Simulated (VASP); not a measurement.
# LiNbO3 (R-3c) in VASP: further runs, part 2 of 2

VASP 6.6.1. Earlier steps stand in the parts before.

## (3) Single point, PBE (10.21 Å³/atom)

This run uses another cell than the first one, of 10.21 Å³/atom.

The input, INCAR:

```
SYSTEM = LiNbO3
PREC     = Accurate       ! precision mode
ENCUT    = 520            ! plane-wave cutoff, eV
EDIFF    = 1E-7           ! SCF threshold, eV
ISMEAR   = 0              ! smearing method
SIGMA    = 0.02           ! smearing width, eV
LREAL    = .FALSE.        ! projectors in reciprocal space
LASPH    = .TRUE.         ! aspherical terms in the spheres
NELM     = 100            ! most SCF steps
ALGO     = Normal         ! electronic algorithm
ISIF     = 2              ! what is computed and relaxed
LWAVE    = .FALSE.        ! write WAVECAR
LCHARG   = .FALSE.        ! write CHGCAR
GGA      = PE             ! functional
NBANDS   = 45             ! bands
```

The input, KPOINTS:

```
regular mesh
0
G
  6 6 6
  0 0 0
```

The input, POSCAR:

```
LiNbO3
1.0
    2.5582559873      1.4770097830      4.5025513336
   -2.5582559873      1.4770097830      4.5025513336
    0.0000000000     -2.9540195659      4.5025513336
Li Nb O
2 2 6
Direct
    0.2500000000      0.2500000000      0.2500000000
    0.7500000000      0.7500000000      0.7500000000
    0.0000000000      0.0000000000      0.0000000000
    0.5000000000      0.5000000000      0.5000000000
    0.1203126813      0.3796873187      0.7500000000
    0.7500000000      0.1203126813      0.3796873187
    0.3796873187      0.7500000000      0.1203126813
    0.2500000000      0.8796873187      0.6203126813
    0.8796873187      0.6203126813      0.2500000000
    0.6203126813      0.2500000000      0.8796873187
```

Potentials or basis: VASP PAW PBE potentials, release 64 (Li_sv, Nb_sv, O).

Command:

```console
$ cat potpaw_PBE.64/Li_sv/POTCAR potpaw_PBE.64/Nb_sv/POTCAR potpaw_PBE.64/O/POTCAR > POTCAR
$ mpirun -np 1 vasp_std > vasp.out
```

It took 2.8 min on 1 thread of Intel Xeon Platinum 8488C (Sapphire Rapids), shared host; peak memory 0.31 GiB.

It converged, with:

- Free energy: -79.5385 eV
- Largest force: 0.031 eV/Å
- Band gap on the k mesh: 2.66 eV (least direct gap 2.73 eV)

Forces in eV/Å, atoms in the order of the input:
```
Li   0.000  0.000  0.000
Li   0.000  0.000  0.000
Nb   0.000  0.000  0.000
Nb   0.000  0.000  0.000
O    0.031  0.000  0.000
O   -0.015  0.026  0.000
O   -0.015 -0.026  0.000
O    0.015 -0.026  0.000
O   -0.031  0.000  0.000
O    0.015  0.026  0.000
```

Levels at points of the mesh, in eV from the valence-band top:
```tsv
k point	band 31	band 32	band 33	band 34	band 35	band 36	band 37	band 38
(0.00, 0.00, 0.00)	-0.39	-0.20	-0.20	0.00	2.73	2.73	2.86	4.78
(0.50, 0.00, 0.00)	-0.32	-0.32	-0.23	-0.23	4.28	4.28	4.33	4.33
(0.50, 0.50, 0.00)	-0.92	-0.47	-0.38	-0.28	2.66	3.64	4.01	4.50
(0.50, 0.50, 0.50)	-0.34	-0.34	-0.34	-0.34	4.29	4.29	4.62	4.62
```

Caveat: the cutoff is under 1.25 times the usual one of these potentials, so pressure, stress and relaxed cells hold a basis-set (Pulay) error.

## (4) Single point, PBE

This run uses another cell than the first one, of 10.29 Å³/atom.

The input, INCAR:

```
SYSTEM = LiNbO3
ALGO = Normal ; EDIFF = 1E-7
ENCUT = 520 ; GGA = PE
ISIF = 2 ; ISMEAR = 0
LASPH = .TRUE. ; LCHARG = .FALSE.
LREAL = .FALSE. ; LWAVE = .FALSE.
NBANDS = 45 ; NELM = 80
PREC = Accurate ; SIGMA = 0.02
```

The input, KPOINTS:

```
k-points
0
G
  6 6 6
  0 0 0
```

The input, POSCAR:

```
LiNbO3
1.0
    2.5689000000      1.4831551065      4.4995666667
   -2.5689000000      1.4831551065      4.4995666667
    0.0000000000     -2.9663102130      4.4995666667
Li Nb O
2 2 6
Direct
    0.2500000000      0.2500000000      0.2500000000
    0.7500000000      0.7500000000      0.7500000000
    0.0000000000      0.0000000000      0.0000000000
    0.5000000000      0.5000000000      0.5000000000
    0.1243500000      0.3756500000      0.7500000000
    0.7500000000      0.1243500000      0.3756500000
    0.3756500000      0.7500000000      0.1243500000
    0.2500000000      0.8756500000      0.6243500000
    0.8756500000      0.6243500000      0.2500000000
    0.6243500000      0.2500000000      0.8756500000
```

Command:

```console
$ cat potpaw_PBE.64/Li_sv/POTCAR potpaw_PBE.64/Nb_sv/POTCAR potpaw_PBE.64/O/POTCAR > POTCAR
$ mpirun -np 1 vasp_std > vasp.out
```

Run time: 2.6 min. Hardware: 1 thread of Intel Xeon Platinum 8488C (Sapphire Rapids), shared host; peak memory 0.3 GiB.

Results (log left out):

```yaml
Free_energy: -79.5828 eV
Largest_force: 0.117 eV/Å
Band_gap_on_the_k_mesh: 2.67 eV (least direct gap 2.73 eV)
```

Forces in eV/Å, atoms in the order of the input:
```
Li   0.000  0.000  0.000
Li   0.000  0.000  0.000
Nb   0.000  0.000  0.000
Nb   0.000  0.000  0.000
O   -0.117  0.000  0.000
O    0.058 -0.101  0.000
O    0.058  0.101  0.000
O   -0.058  0.101  0.000
O    0.117  0.000  0.000
O   -0.058 -0.101  0.000
```

Levels at points of the mesh, in eV from the valence-band top:
```
           k point  band 31  band 32  band 33  band 34  band 35  band 36  band 37  band 38
(0.00, 0.00, 0.00)    -0.33    -0.20    -0.20     0.00     2.73     2.73     2.86     4.85
(0.50, 0.00, 0.00)    -0.29    -0.29    -0.22    -0.22     4.32     4.32     4.36     4.36
(0.50, 0.50, 0.00)    -0.89    -0.44    -0.33    -0.26     2.67     3.71     4.09     4.55
(0.50, 0.50, 0.50)    -0.32    -0.32    -0.32    -0.32     4.31     4.31     4.66     4.66
```

Caveat: the cutoff is under 1.25 times the usual one of these potentials, so pressure, stress and relaxed cells hold a basis-set (Pulay) error.

## (5) Single point, PBE (10.53 Å³/atom)

This run uses another cell than the first one, of 10.53 Å³/atom.

The input, INCAR:

```
ALGO = Normal
EDIFF = 1E-6
ENCUT = 520
GGA = PE
ISIF = 2
ISMEAR = 0
LASPH = T
LCHARG = F
LREAL = F
LWAVE = F
NBANDS = 45
NELM = 100
PREC = Accurate
SIGMA = 0.02
```

The input, KPOINTS:

```
k-points
0
Gamma
  6 6 6
```

The input, POSCAR:

```
LiNbO3
1.0
    2.5843699392      1.4920866801      4.5528274435
   -2.5843699392      1.4920866801      4.5528274435
    0.0000000000     -2.9841733602      4.5528274435
Li Nb O
2 2 6
Direct
    0.2500000000      0.2500000000      0.2500000000
    0.7500000000      0.7500000000      0.7500000000
    0.0000000000      0.0000000000      0.0000000000
    0.5000000000      0.5000000000      0.5000000000
    0.1251595145      0.3748404855      0.7500000000
    0.7500000000      0.1251595145      0.3748404855
    0.3748404855      0.7500000000      0.1251595145
    0.2500000000      0.8748404855      0.6251595145
    0.8748404855      0.6251595145      0.2500000000
    0.6251595145      0.2500000000      0.8748404855
```

Command:

```console
$ cat potpaw_PBE.64/Li_sv/POTCAR potpaw_PBE.64/Nb_sv/POTCAR potpaw_PBE.64/O/POTCAR > POTCAR
$ mpirun -np 1 vasp_std > vasp.out
```

It took 2.9 min on 1 thread of Intel Xeon Platinum 8488C (Sapphire Rapids), shared host; peak memory 0.31 GiB.

The run converged. Its results:

```
Free energy            : -79.6959 eV
Largest force          : 0.024 eV/Å
Band gap on the k mesh : 2.59 eV (least direct gap 2.67 eV)
```

Forces in eV/Å, atoms in the order of the input:
```
Li   0.000  0.000  0.000
Li   0.000  0.000  0.000
Nb   0.000  0.000  0.000
Nb   0.000  0.000  0.000
O    0.024  0.000  0.000
O   -0.012  0.020  0.000
O   -0.012 -0.020  0.000
O    0.012 -0.020  0.000
O   -0.024  0.000  0.000
O    0.012  0.020  0.000
```

Levels at points of the mesh, in eV from the valence-band top:
```csv
k point,band 31,band 32,band 33,band 34,band 35,band 36,band 37,band 38
"(0.00, 0.00, 0.00)",-0.30,-0.19,-0.19,-0.02,2.64,2.64,2.80,4.70
"(0.50, 0.00, 0.00)",-0.28,-0.28,-0.22,-0.22,4.19,4.19,4.23,4.23
"(0.50, 0.50, 0.00)",-0.94,-0.43,-0.31,-0.28,2.59,3.62,3.97,4.41
"(0.50, 0.50, 0.50)",-0.30,-0.30,-0.30,-0.30,4.23,4.23,4.52,4.52
```

Caveat: the cutoff is under 1.25 times the usual one of these potentials, so pressure, stress and relaxed cells hold a basis-set (Pulay) error. A k mesh can miss the band edges.

## (6) Single point, PBE

This run uses another cell than the first one, of 10.86 Å³/atom.

The input, INCAR:

```
SYSTEM = LiNbO3
PREC = Accurate
ENCUT = 520
EDIFF = 1E-6
ISMEAR = 0
SIGMA = 0.1
LREAL = .False.
LASPH = .True.
NELM = 60
ALGO = Normal
ISIF = 2
LWAVE = .False.
LCHARG = .False.
GGA = PE
NBANDS = 45
```

The input, KPOINTS:

```
Automatic mesh
0
Gamma
  6 6 6
  0 0 0
```

The input, POSCAR:

```
LiNbO3
1.0
    2.6111696024      1.5075594729      4.5977849580
   -2.6111696024      1.5075594729      4.5977849580
    0.0000000000     -3.0151189457      4.5977849580
Li Nb O
2 2 6
Direct
    0.2500000000      0.2500000000      0.2500000000
    0.7500000000      0.7500000000      0.7500000000
    0.0000000000      0.0000000000      0.0000000000
    0.5000000000      0.5000000000      0.5000000000
    0.1303003399      0.3696996601      0.7500000000
    0.7500000000      0.1303003399      0.3696996601
    0.3696996601      0.7500000000      0.1303003399
    0.2500000000      0.8696996601      0.6303003399
    0.8696996601      0.6303003399      0.2500000000
    0.6303003399      0.2500000000      0.8696996601
```

Potentials or basis: VASP PAW PBE potentials, release 64 (Li_sv, Nb_sv, O).

Command:

```console
$ cat potpaw_PBE.64/Li_sv/POTCAR potpaw_PBE.64/Nb_sv/POTCAR potpaw_PBE.64/O/POTCAR > POTCAR
$ mpirun -np 1 vasp_std > vasp.out
```

It took 3.4 min on 1 thread of Intel Xeon Platinum 8488C (Sapphire Rapids), shared host; peak memory 0.32 GiB.

Results (log left out):

| Item | Value |
| --- | --- |
| Free energy | -79.7462 eV |
| Largest force | 0.019 eV/Å |
| Band gap on the k mesh | 2.49 eV (least direct gap 2.61 eV) |

Forces in eV/Å, atoms in the order of the input:
```
Li   0.000  0.000  0.000
Li   0.000  0.000  0.000
Nb   0.000  0.000  0.000
Nb   0.000  0.000  0.000
O    0.019  0.000  0.000
O   -0.010  0.017  0.000
O   -0.010 -0.017  0.000
O    0.010 -0.017  0.000
O   -0.019  0.000  0.000
O    0.010  0.017  0.000
```

Levels at points of the mesh, in eV from the valence-band top:
```csv
k point,band 31,band 32,band 33,band 34,band 35,band 36,band 37,band 38
"(0.00, 0.00, 0.00)",-0.25,-0.20,-0.20,-0.07,2.54,2.54,2.71,4.61
"(0.50, 0.00, 0.00)",-0.28,-0.28,-0.23,-0.23,4.08,4.08,4.12,4.12
"(0.50, 0.50, 0.00)",-0.98,-0.42,-0.31,-0.26,2.49,3.57,3.92,4.30
"(0.50, 0.50, 0.50)",-0.30,-0.30,-0.30,-0.30,4.14,4.14,4.39,4.39
```

Caveat: the cutoff is under 1.25 times the usual one of these potentials, so pressure, stress and relaxed cells hold a basis-set (Pulay) error. As with any semilocal functional, this PBE gap is likely too small.

## (7) Overview

```csv
cell,smearing,gap on the mesh (eV),largest force (eV/Å)
"a = 5.322 Å, angles 56.8°, 10 atoms, atomic positions A",gaussian 0.02 eV,2.71,0.04
"a = 5.385 Å, angles 56.7°, 10 atoms, atomic positions B",gaussian 0.02 eV,2.66,0.03
"a = 5.389 Å, angles 56.9°, 10 atoms, atomic positions C",gaussian 0.02 eV,2.67,0.12
"a = 5.444 Å, angles 56.7°, 10 atoms, atomic positions C",gaussian 0.02 eV,2.59,0.02
"a = 5.498 Å, angles 56.7°, 10 atoms, atomic positions D",gaussian 0.1 eV,2.49,0.02
```

Alike in all rows: task single point; level PBE; potentials or basis VASP PAW PBE potentials, release 64 (Li_sv, Nb_sv, O); no spin polarisation; k mesh 6 × 6 × 6; cutoff (eV) 520.

Caveats: the cutoff is under 1.25 times the usual one of these potentials, so pressure, stress and relaxed cells hold a basis-set (Pulay) error.

Absolute energies hang on the potentials; compare differences alone.
